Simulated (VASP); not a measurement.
Wanted: the native input for a VASP 6.6.1 run.

```yaml
Task: single point
Functional: PBE
Potentials_or_basis: VASP PAW PBE potentials, release 64 (Zn, S)
Cutoff: 520 eV
k_mesh: 10 × 10 × 10
Occupations: gaussian, width 0.05 eV
Spin: no spin polarisation
Dipole_correction: no
Further_INCAR_settings: ALGO = Normal; EDIFF = 1e-06; NBANDS = 16
```

The structure of ZnS lies in POSCAR:

```
ZnS
1.0
    0.0000000000      2.7046500000      2.7046500000
    2.7722662500      0.0000000000      2.7046500000
    2.7722662500      2.7046500000      0.0000000000
Zn S
1 1
Direct
    0.0000000000      0.0000000000      0.0000000000
    0.7500000000      0.7500000000      0.7500000000
```

This cell differs from its parent crystal: strain +0.0250 x Voigt [1, 0, 0, 0, 0, 0].

One way to write it, as run:

INCAR

```
SYSTEM = ZnS
PREC = Accurate
ENCUT = 520
EDIFF = 1E-6
ISMEAR = 0
SIGMA = 0.05
LREAL = .FALSE.
LASPH = .TRUE.
NELM = 80
ALGO = Normal
ISIF = 2
LWAVE = .FALSE.
LCHARG = .FALSE.
GGA = PE
NBANDS = 16
```

KPOINTS

```
regular mesh
0
G
  10 10 10
  0 0 0
```

Potentials or basis: VASP PAW PBE potentials, release 64 (Zn, S).

Run with:

```console
$ cat potpaw_PBE.64/Zn/POTCAR potpaw_PBE.64/S/POTCAR > POTCAR
$ mpirun -np 1 vasp_std > vasp.out
```

Results of the run:

| Item | Value |
| --- | --- |
| Pressure | -0.3 GPa |
| Band gap on the k mesh | 1.96 eV, direct |

Caveat: the cell differs from its parent crystal (strain +0.0250 x Voigt [1, 0, 0, 0, 0, 0]).

It took 49 s on 1 thread of Intel(R) Xeon(R) Platinum 8488C (Sapphire Rapids), with other jobs on the host, peak memory 0.21 GiB.
